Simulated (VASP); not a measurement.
A run of VASP 6.6.1:

File INCAR:

```
SYSTEM = Mg12H
PREC = Accurate ; ENCUT = 520
EDIFF = 1E-6 ; ISMEAR = 0
SIGMA = 0.1 ; LREAL = .False.
LASPH = .True. ; NELM = 100
ALGO = Normal ; ISIF = 2
LWAVE = .False. ; LCHARG = .False.
GGA = PE ; IBRION = 2
NSW = 80 ; EDIFFG = -0.03
KPAR = 4
```

KPOINTS

```
Automatic mesh
0
Gamma
  4 3 4
  0 0 0
```

The input POSCAR:

```
Mg12H
1.0
    6.4200000000      0.0000000000      0.0000000000
   -4.8150000000      8.3398250000      0.0000000000
    0.0000000000      0.0000000000      5.2130400000
Mg H
12 1
Direct
    0.0000000000      0.0000000000      0.0000000000
    0.1666666600      0.2222222100      0.5000000000
   -0.0000000100      0.3333333200      0.0000000000
    0.1666666500      0.5555555300      0.5000000000
   -0.0000000200      0.6666666400      0.0000000000
    0.1666666400      0.8888888500      0.5000000000
    0.5000000000      0.0000000000      0.0000000000
    0.6666666600      0.2222222100      0.5000000000
    0.4999999900      0.3333333200      0.0000000000
    0.6666666500      0.5555555300      0.5000000000
    0.4999999800      0.6666666400      0.0000000000
    0.6666666400      0.8888888500      0.5000000000
   -0.0021923600      0.0003790200      0.3808203300
```

Potentials or basis: VASP PAW PBE potentials, release 64 (Mg, H).

Command:

```console
$ cat potpaw_PBE.64/Mg/POTCAR potpaw_PBE.64/H/POTCAR > POTCAR
$ mpirun -np 4 vasp_std > vasp.out
```

Hardware: 4 MPI ranks on Intel(R) Xeon(R) Platinum 8559C (Emerald Rapids), with other jobs on the host.

**Question.** How long does it take, and how much memory?

**Answer.** Wall time 2.4 min on 4 MPI ranks on Intel(R) Xeon(R) Platinum 8559C (Emerald Rapids) (shared host), peak memory 0.46 GiB a rank. Counts: scf iterations 52, k points 26, ion steps 9.
